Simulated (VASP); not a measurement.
# MnO in VASP: further runs, part 3 of 3

VASP 6.6.1.

### 4 Single point, LDA, collinear spin, ferromagnetic start (equal xy, yz and zx shear strains of +1 %)

Input file INCAR:

```
PREC = Accurate ; ENCUT = 520
EDIFF = 1E-6 ; ISMEAR = -1
SIGMA = 0.05 ; LREAL = F
LASPH = T ; NELM = 150
ALGO = Normal ; ISIF = 2
LWAVE = F ; LCHARG = F
ISPIN = 2 ; MAGMOM = 4 0
LORBIT = 11 ; LMAXMIX = 4
GGA = CA ; NBANDS = 20
```

Input file KPOINTS:

```
Automatic mesh
0
Gamma
  16 16 16
```

Input file POSCAR:

```
MnO
1.0
    0.0222200000      2.2331100000      2.2331100000
    2.2331100000      0.0222200000      2.2331100000
    2.2331100000      2.2331100000      0.0222200000
Mn O
1 1
Direct
    0.0000000000      0.0000000000      0.0000000000
    0.5000000000      0.5000000000      0.5000000000
```

Potentials or basis: VASP PAW LDA potentials, release 64 (Mn_pv, O).

The run is started by

```
cat potpaw_LDA.64/Mn_pv/POTCAR potpaw_LDA.64/O/POTCAR > POTCAR
mpirun -np 1 vasp_std > vasp.out
```

OUTCAR:

```text
PREC = Accurate
   ENCUT = 520
   EDIFF = 1E-6
   ISMEAR = -1
   LREAL = F
   LASPH = T
   NELM = 150
   ISIF = 2
   ISPIN = 2
   LORBIT = 11
   GGA = CA

 ion  position               nearest neighbor table
   1  0.000  0.000  0.000-   2 2.22   2 2.22   2 2.22   2 2.22   2 2.22   2 2.22
   2  0.500  0.500  0.500-   1 2.22   1 2.22   1 2.22   1 2.22   1 2.22   1 2.22

  LATTYP: Found a trigonal (rhomboedric) cell.
 ALAT       =     3.1581726160
 COS(alpha) =     0.5099250056

  Lattice vectors:

 A1 = (   0.0222200000,   2.2331100000,   2.2331100000)
 A2 = (   2.2331100000,   0.0222200000,   2.2331100000)
 A3 = (   2.2331100000,   2.2331100000,   0.0222200000)

Analysis of symmetry for initial positions (statically):
=====================================================================
 Subroutine PRICEL returns:
 Original cell was already a primitive cell.

 Routine SETGRP: Setting up the symmetry group for a
 trigonal (rhombohedral) supercell.

 Subroutine GETGRP returns: Found 12 space group operations
 (whereof 12 operations were pure point group operations)
 out of a pool of 12 trial point group operations.

The static configuration has the point symmetry D_3d.

Analysis of symmetry for dynamics (positions and initial velocities):
=====================================================================
 Subroutine PRICEL returns:
 Original cell was already a primitive cell.

 Routine SETGRP: Setting up the symmetry group for a
 trigonal (rhombohedral) supercell.

 Subroutine GETGRP returns: Found 12 space group operations
 (whereof 12 operations were pure point group operations)
 out of a pool of 12 trial point group operations.

The dynamic configuration has the point symmetry D_3d.

Analysis of structural, dynamic, and magnetic symmetry:
=====================================================================
 Subroutine PRICEL returns:
 Original cell was already a primitive cell.

 Routine SETGRP: Setting up the symmetry group for a
 trigonal (rhombohedral) supercell.

[... 139 lines left out ...]
   NGX = 11   NGY = 11   NGZ = 11

 number of electron      18.9999992 magnetization       4.5397826

 Free energy of the ion-electron system (eV)
  ---------------------------------------------------
  ext. energy  EPLUGINS =         0.00000000
  ---------------------------------------------------
  free energy    TOTEN  =       -17.59359280 eV

  energy without entropy =      -17.58422715  energy(sigma->0) =      -17.58890998

 E-fermi :   7.1974     XC(G=0): -12.3970

 val. band max:        7.1945820200   @ k =   0.3750   0.1875   0.1875
 cond. band min:       7.1980620303   @ k =   0.3750   0.2500   0.2500
 fundamental gap:      0.0034800103
 Fermi energy:         7.1974296262

 spin component 1

 k-point     1 :       0.0000    0.0000    0.0000
  band No.  band energies     occupation
      1     -42.5160      1.00000
      2     -42.5154      1.00000
      3     -42.5154      1.00000
      4     -12.8354      1.00000
      5       3.3158      1.00000
      6       3.4066      1.00000
[... 541 lines left out ...]
     19      27.0178      0.00000
     20      28.3733      0.00000

 [... further k-points ...]

 spin component 2

 k-point     1 :       0.0000    0.0000    0.0000
  band No.  band energies     occupation
      1     -38.4243      1.00000
      2     -38.4243      1.00000
      3     -38.4218      1.00000
      4     -12.3908      1.00000
      5       3.7361      1.00000
      6       3.8272      1.00000
[... 541 lines left out ...]
     19      28.5652      0.00000
     20      29.9527      0.00000

 [... further k-points ...]
[... 5 lines left out ...]
  --------------------------------------------------------------------------------------
  -------------------------------------------------------------------------------------
  Total       -2.3504408     -2.3504408     -2.3504408     -0.0912315     -0.0912315     -0.0912315
  in kB     -171.6446219   -171.6446219   -171.6446219     -6.6623201     -6.6623201     -6.6623201
  external PRESSURE =    -171.6446219 kB  Pullay stress =       0.0000000 kB

 VOLUME and BASIS-vectors are now :
 -----------------------------------------------------------------------------
  energy-cutoff  :      520.00
  volume of cell :       21.94
      direct lattice vectors                 reciprocal lattice vectors
     0.022220000  2.233110000  2.233110000    -0.227272839  0.225033698  0.225033698
     2.233110000  0.022220000  2.233110000     0.225033698 -0.227272839  0.225033698
     2.233110000  2.233110000  0.022220000     0.225033698  0.225033698 -0.227272839

 POSITION                                       TOTAL-FORCE (eV/Angst)
 -----------------------------------------------------------------------------------
      0.00000      0.00000      0.00000        -0.000000      0.000000     -0.000000
      2.24422      2.24422      2.24422         0.000000     -0.000000      0.000000
 -----------------------------------------------------------------------------------
    total drift:                                0.000000     -0.000000     -0.000000

  FREE ENERGIE OF THE ION-ELECTRON SYSTEM (eV)
  ---------------------------------------------------
  free  energy   TOTEN  =       -17.5935928047 eV

  energy  without entropy=      -17.5842271531  energy(sigma->0) =      -17.58890998

 total charge

# of ion       s       p       d       tot
------------------------------------------
    1        0.207   6.177   4.996  11.379
    2        1.550   3.376   0.000   4.926
--------------------------------------------------
tot          1.757   9.553   4.996  16.305

 magnetization (x)

# of ion       s       p       d       tot
------------------------------------------
    1        0.029   0.020   4.074   4.123
    2        0.029   0.156   0.000   0.185
--------------------------------------------------
tot          0.058   0.176   4.074   4.309
```

OSZICAR:

```text
N       E                     dE             d eps       ncg     rms          rms(c)
DAV:   1     0.168106544504E+03    0.16811E+03   -0.10284E+04 33528   0.112E+03
DAV:   2    -0.115274341510E+02   -0.17963E+03   -0.16772E+03 34196   0.326E+02
DAV:   3    -0.198803273450E+02   -0.83529E+01   -0.82480E+01 37536   0.761E+01
DAV:   4    -0.199430984556E+02   -0.62771E-01   -0.62754E-01 38296   0.681E+00
DAV:   5    -0.199436615863E+02   -0.56313E-03   -0.56312E-03 37492   0.645E-01    0.134E+01
DAV:   6    -0.181125927831E+02    0.18311E+01   -0.96460E+00 46036   0.352E+01    0.130E+01
DAV:   7    -0.176208921492E+02    0.49170E+00   -0.14912E+00 39448   0.185E+01    0.741E+00
DAV:   8    -0.176117035685E+02    0.91886E-02   -0.15354E-01 37096   0.280E+00    0.458E+00
DAV:   9    -0.175873468782E+02    0.24357E-01   -0.41139E-02 42388   0.229E+00    0.164E+00
DAV:  10    -0.175939654951E+02   -0.66186E-02   -0.11227E-02 37216   0.129E+00    0.268E-01
DAV:  11    -0.175935579493E+02    0.40755E-03   -0.19086E-03 37772   0.339E-01    0.168E-01
DAV:  12    -0.175935937213E+02   -0.35772E-04   -0.16558E-04 42216   0.145E-01    0.355E-02
DAV:  13    -0.175935899171E+02    0.38042E-05   -0.23700E-05 38108   0.364E-02    0.253E-02
DAV:  14    -0.175935931185E+02   -0.32014E-05   -0.43644E-06 37308   0.163E-02    0.812E-03
DAV:  15    -0.175935928047E+02    0.31385E-06   -0.45742E-07 19608   0.661E-03
   1 F= -.17593593E+02 E0= -.17588910E+02  d E =-.936565E-02  mag=     4.5397
```

stdout:

```text
POSCAR found type information on POSCAR MnO
 POSCAR found :  2 types and       2 ions
 scaLAPACK will be used
 LDA part: xc-table for (Slater(with rela. corr.)+CA(PZ))
 , standard interpolation
 POSCAR, INCAR and KPOINTS ok, starting setup
 FFT: planning ... GRIDC
 FFT: planning ... GRID_SOFT
 FFT: planning ... GRID
 WAVECAR not read
 entering main loop
```

Wall time 4.6 min (1 thread of Intel Xeon Platinum 8259CL at 2.50GHz (Skylake/Cascade Lake), shared host); peak memory 0.35 GiB.

Results:

| Quantity | Value |
| --- | --- |
| Free energy | -17.5936 eV |
| Pressure | -17.2 GPa |
| Net moment | 4.54 μB per cell |
| Site moments | Mn +4.12; O +0.18 μB |
| Valence electrons inside the program's atomic spheres | Mn 11.38; O 4.93 |

Stress tensor (GPa, compression positive):
```
-17.16  -0.67  -0.67
 -0.67 -17.16  -0.67
 -0.67  -0.67 -17.16
```

Caveat: the cell differs from its parent crystal (equal xy, yz and zx shear strains of +1 %); the cell stands under tension; a cell with one magnetic atom can't hold antiferromagnetic order, which such compounds often take; semilocal functionals often make such compounds metallic where correlation or magnetic order opens a gap, which also shifts bond lengths.

### 5 Summary

| cell | gap on the mesh (eV) | pressure (GPa) | moment (μB) |
| --- | --- | --- | --- |
| a = 3.174, b = 3.174, c = 3.142 Å, angles 60.3, 60.3, 59.3°, 2 atoms | none | -18.5 | 4.59 |
| a = 3.111 Å, angles 61.3°, 2 atoms | none | -17.2 | 4.54 |
| a = 3.158 Å, angles 59.3°, 2 atoms | none | -17.2 | 4.54 |

Alike in all rows: task single point; level LDA; potentials or basis VASP PAW LDA potentials, release 64 (Mn_pv, O); spin collinear, ferromagnetic start; k mesh 16 × 16 × 16; cutoff (eV) 520; smearing fermi-dirac 0.05 eV.

Caveats: the cell stands under tension; a cell with one magnetic atom can't hold antiferromagnetic order, which such compounds often take; semilocal functionals often make such compounds metallic where correlation or magnetic order opens a gap, which also shifts bond lengths.

Absolute energies hang on the potentials; compare differences alone.
